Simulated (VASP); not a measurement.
A run of VASP 6.6.1:

The input INCAR:

```
ALGO = Normal
EDIFF = 1E-6
ENCUT = 520
GGA = PS
ISIF = 2
ISMEAR = -1
LASPH = T
LCHARG = F
LREAL = F
LWAVE = F
NBANDS = 12
NELM = 100
PREC = Accurate
SIGMA = 0.1
```

File KPOINTS:

```
k-points
0
Gamma
  13 13 13
```

The input POSCAR:

```
Au
1.0
    2.6204087304      0.0000000000      0.0000000000
    0.0000000000      2.6204087304      0.0000000000
    0.0000000000      0.0000000000      2.6204087304
Au
1
Direct
    0.0000000000      0.0000000000      0.0000000000
```

Potentials or basis: VASP PAW PBE potentials, release 64 (Au).

Launch:

```console
$ cat potpaw_PBE.64/Au/POTCAR > POTCAR
$ mpirun -np 1 vasp_std > vasp.out
```

Hardware: 1 thread of AMD EPYC 9R45 96-Core Processor (Zen 5), on a shared host.

Question: Estimate the wall time of this run.

Answer: Wall time 6.3 s on 1 thread of AMD EPYC 9R45 96-Core Processor (Zen 5), on a shared host, peak memory 0.1 GiB. Counts: scf iterations 11, k points 84.
